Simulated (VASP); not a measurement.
# KI (Fm-3m) in VASP: single point with HSE06

Aim: the single point of KI with HSE06.

All numbers are computed with VASP 6.6.1; they aren't measurements. Logs are shortened: lines on timing, memory, paths and dates and some standing lists are left out, and cuts for length are marked.

### Step 1. The cell of the first run

The structure is cubic, space group Fm-3m (No. 225). Conventional cell: a = 7.286 Å, b = 7.286 Å, c = 7.286 Å, α = 90.00°, β = 90.00°, γ = 90.00°. Within 4.8 Å of K (site symmetry m-3m) lie 6 I at 3.64 Å. I (site symmetry m-3m) has 6 K at 3.64 Å within 4.8 Å.

### Step 2. Single point, HSE06 (strain +2.8%)

POSCAR

```
KI
1.0
    0.0000000000      3.6431050751      3.6431050751
    3.6431050751      0.0000000000      3.6431050751
    3.6431050751      3.6431050751      0.0000000000
K I
1 1
Direct
    0.0000000000      0.0000000000      0.0000000000
    0.5000000000      0.5000000000      0.5000000000
```

INCAR.step1

```
ALGO     = Normal         # electronic algorithm
EDIFF    = 1E-5           # SCF threshold, eV
ENCUT    = 520            # plane-wave cutoff, eV
GGA      = PE             # functional
ISIF     = 2              # what is computed and relaxed
ISMEAR   = 0              # smearing method
LASPH    = True           # aspherical terms in the spheres
LCHARG   = False          # write CHGCAR
LREAL    = False          # projectors in reciprocal space
LWAVE    = True           # write WAVECAR
NBANDS   = 15             # bands
NELM     = 60             # most SCF steps
PREC     = Accurate       # precision mode
SIGMA    = 0.01           # smearing width, eV
```

INCAR.step2

```
ALGO     = Normal         # electronic algorithm
EDIFF    = 1E-7           # SCF threshold, eV
ENCUT    = 520            # plane-wave cutoff, eV
GGA      = PE             # functional
HFSCREEN = 0.2079         # screening, 1/A
ISIF     = 2              # what is computed and relaxed
ISMEAR   = 0              # smearing method
ISTART   = 1            
LASPH    = True           # aspherical terms in the spheres
LCHARG   = False          # write CHGCAR
LHFCALC  = True           # exact exchange
LREAL    = False          # projectors in reciprocal space
LWAVE    = False          # write WAVECAR
NBANDS   = 15             # bands
NELM     = 60             # most SCF steps
PREC     = Accurate       # precision mode
PRECFOCK = Normal       
SIGMA    = 0.01           # smearing width, eV
```

KPOINTS

```
k-points
0
Gamma
  4 4 4
```

Potentials or basis: VASP PAW PBE potentials, release 64 (K_sv, I).

Command:

```bash
cat potpaw_PBE.64/K_sv/POTCAR potpaw_PBE.64/I/POTCAR > POTCAR
cp INCAR.step1 INCAR
mpirun -np 1 vasp_std > vasp.out
cp INCAR.step2 INCAR
mpirun -np 1 vasp_std > vasp.out
```

OUTCAR:

```text
EDIFF = 1E-7
   ENCUT = 520
   GGA = PE
   HFSCREEN = 0.2079
   ISIF = 2
   ISMEAR = 0
   ISTART = 1
   LASPH = True
   LHFCALC = True
   LREAL = False
   NELM = 60
   PREC = Accurate
   PRECFOCK = Normal

 ion  position               nearest neighbor table
   1  0.000  0.000  0.000-   2 3.64   2 3.64   2 3.64   2 3.64   2 3.64   2 3.64
   2  0.500  0.500  0.500-   1 3.64   1 3.64   1 3.64   1 3.64   1 3.64   1 3.64

  LATTYP: Found a face centered cubic cell.
 ALAT       =     7.2862101502

  Lattice vectors:

 A1 = (   0.0000000000,   3.6431050751,   3.6431050751)
 A2 = (   3.6431050751,   0.0000000000,   3.6431050751)
 A3 = (   3.6431050751,   3.6431050751,   0.0000000000)

Analysis of symmetry for initial positions (statically):
=====================================================================
 Subroutine PRICEL returns:
 Original cell was already a primitive cell.

 Routine SETGRP: Setting up the symmetry group for a
 face centered cubic supercell.

 Subroutine GETGRP returns: Found 48 space group operations
 (whereof 48 operations were pure point group operations)
 out of a pool of 48 trial point group operations.

The static configuration has the point symmetry O_h .

Analysis of symmetry for dynamics (positions and initial velocities):
=====================================================================
 Subroutine PRICEL returns:
 Original cell was already a primitive cell.

 Routine SETGRP: Setting up the symmetry group for a
 face centered cubic supercell.

 Subroutine GETGRP returns: Found 48 space group operations
 (whereof 48 operations were pure point group operations)
 out of a pool of 48 trial point group operations.

The dynamic configuration has the point symmetry O_h .

 Subroutine INISYM returns: Found 48 space group operations
 (whereof 48 operations are pure point group operations),
 and found     1 'primitive' translations

----------------------------------------------------------------------------------------

                                     Primitive cell

  volume of cell :      96.7041

  direct lattice vectors                    reciprocal lattice vectors
     0.000000000  3.643105075  3.643105075    -0.137245561  0.137245561  0.137245561
     3.643105075  0.000000000  3.643105075     0.137245561 -0.137245561  0.137245561
     3.643105075  3.643105075  0.000000000     0.137245561  0.137245561 -0.137245561

  length of vectors
     5.152128606  5.152128606  5.152128606     0.237716285  0.237716285  0.237716285

  position of ions in fractional coordinates (direct lattice)
[... 83 lines left out ...]
  volume/ion in A,a.u.               =      48.35       326.30
  Fermi-wavevector in a.u.,A,eV,Ry     =   0.898738  1.698369 10.989835  0.807730
  Thomas-Fermi vector in A             =   2.021485
   LORBIT       =      0    0 simple, 1 ext, 2 COOP (PROOUT), +10 PAW based schemes
   GGA     = PE    functional components
   LHFCALC =     T    Hartree Fock is set to
   PRECFOCK=normal    Normal, Fast or Accurate (Low or Medium for compatibility)
   ENCUT4O =  -1.0   cutoff for four orbital integrals eV
   NKREDX  =     1    reduce k-point grid by
   NKREDY  =     1    reduce k-point grid by
   NKREDZ  =     1    reduce k-point grid by
   AEXX    =    0.2500 exact exchange contribution
   HFSCREEN=    0.2079 screening length (either q_TF or 0.3 A-1)
   HFSCREENC=   0.2079 screening length for correlation (either q_TF or 0.3 A-1)
   ENCUTFOCK=  -1.0 apply spherical cutoff to Coloumb kernel
   IVDW    =     0    specifies the selected vdW correction
   LEPSILON=     F    determine dielectric tensor
   LRPA    =     F    only Hartree local field effects (RPA)
 non-spin polarized calculation
 Gauss-broadening in eV      SIGMA  =   0.01
  energy-cutoff  :      520.00
  volume of cell :       96.70
 maximum number of plane-waves:      2637
 NGX is ok and might be reduce to    40
  NGX = 30; NGY = 30; NGZ = 30

 number of electron      16.0000001 magnetization

 Free energy of the ion-electron system (eV)
  ---------------------------------------------------
  ext. energy  EPLUGINS =         0.00000000
  ---------------------------------------------------
  free energy    TOTEN  =        -6.39473141 eV

  energy without entropy =       -6.39473141  energy(sigma->0) =       -6.39473141

 E-fermi :  -1.4718     XC(G=0):  -5.7593

 val. band max:       -1.5874793433   @ k =   0.0000   0.0000   0.0000
 cond. band min:       3.1477319875   @ k =   0.0000   0.0000   0.0000
 fundamental gap:      4.7352113307
 Fermi energy:        -1.4718002270

 k-point     1 :       0.0000    0.0000    0.0000
  band No.  band energies     occupation
      1     -32.5932      2.00000
      2     -14.7157      2.00000
      3     -14.7157      2.00000
      4     -14.7157      2.00000
      5     -12.8420      2.00000
      6      -1.5875      2.00000
      7      -1.5875      2.00000
      8      -1.5875      2.00000
      9       3.1477      0.00000
     10       6.0639      0.00000
     11       6.0639      0.00000
     12       6.0639      0.00000
     13       6.8422      0.00000
     14       6.8422      0.00000
[... 113 lines left out ...]
      2     -14.7466      2.00000
      3     -14.7373      2.00000
      4     -14.7373      2.00000
      5     -12.6775      2.00000
      6      -2.2491      2.00000
      7      -2.2491      2.00000
      8      -2.1067      2.00000
      9       5.8773      0.00000
     10       5.8773      0.00000
     11       5.9048      0.00000
     12       7.4452      0.00000
     13       8.3206      0.00000
     14       9.3730      0.00000
     15       9.5992      0.00000

------------------------ aborting loop because EDIFF is reached ----------------------------------------

  FORCE on cell =-STRESS in cart. coord.  units (eV):
  Direction    XX          YY          ZZ          XY          YZ          ZX
  --------------------------------------------------------------------------------------
  -------------------------------------------------------------------------------------
  Total       -0.3428197     -0.3428197     -0.3428197     -0.0000000      0.0000000      0.0000000
  in kB       -5.6797762     -5.6797762     -5.6797762     -0.0000000      0.0000000      0.0000000
  external PRESSURE =      -5.6797762 kB  Pullay stress =       0.0000000 kB

 VOLUME and BASIS-vectors are now :
 -----------------------------------------------------------------------------
  energy-cutoff  :      520.00
  volume of cell :       96.70
      direct lattice vectors                 reciprocal lattice vectors
     0.000000000  3.643105075  3.643105075    -0.137245561  0.137245561  0.137245561
     3.643105075  0.000000000  3.643105075     0.137245561 -0.137245561  0.137245561
     3.643105075  3.643105075  0.000000000     0.137245561  0.137245561 -0.137245561

 POSITION                                       TOTAL-FORCE (eV/Angst)
 -----------------------------------------------------------------------------------
      0.00000      0.00000      0.00000         0.000000      0.000000      0.000000
      3.64311      3.64311      3.64311        -0.000000     -0.000000     -0.000000
 -----------------------------------------------------------------------------------
    total drift:                                0.000000      0.000001      0.000001

  FREE ENERGIE OF THE ION-ELECTRON SYSTEM (eV)
  ---------------------------------------------------
  free  energy   TOTEN  =        -6.3947314070 eV

  energy  without entropy=       -6.3947314070  energy(sigma->0) =       -6.39473141
```

OSZICAR.step1:

```text
N       E                     dE             d eps       ncg     rms          rms(c)
DAV:   1     0.872579832349E+02    0.87258E+02   -0.64780E+03   240   0.897E+02
DAV:   2     0.118721732977E+00   -0.87139E+02   -0.82011E+02   317   0.211E+02
DAV:   3    -0.544899975202E+01   -0.55677E+01   -0.55493E+01   348   0.443E+01
DAV:   4    -0.565769933655E+01   -0.20870E+00   -0.20865E+00   390   0.802E+00
DAV:   5    -0.565954328755E+01   -0.18440E-02   -0.18439E-02   326   0.679E-01    0.259E+00
DAV:   6    -0.556002850188E+01    0.99515E-01   -0.11133E-01   317   0.175E+00    0.187E+00
DAV:   7    -0.555238616139E+01    0.76423E-02   -0.11930E-01   310   0.163E+00    0.780E-01
DAV:   8    -0.555913230864E+01   -0.67461E-02   -0.12428E-02   283   0.696E-01    0.117E-01
DAV:   9    -0.555971148625E+01   -0.57918E-03   -0.12216E-03   324   0.191E-01    0.803E-02
DAV:  10    -0.555980369601E+01   -0.92210E-04   -0.12823E-04   307   0.588E-02    0.230E-02
DAV:  11    -0.555985943615E+01   -0.55740E-04   -0.67332E-05   268   0.478E-02    0.149E-02
DAV:  12    -0.555985954924E+01   -0.11309E-06   -0.20623E-06   253   0.111E-02
   1 F= -.55598595E+01 E0= -.55598595E+01  d E =-.105127E-69
```

Run time: 12 min. Hardware: 1 thread of Intel Xeon Platinum 8488C (Sapphire Rapids), shared host; peak memory 0.36 GiB.

What came out:

```yaml
Free_energy: -6.3947 eV
Pressure: -0.6 GPa
Band_gap_on_the_k_mesh: 4.74 eV
```

Caveat: the cell differs from its parent crystal (strain +2.8%); the PAW data sets were made with another functional, which shifts forces and pressure a little; spin-orbit coupling is left out, which moves the levels of the heavy elements.
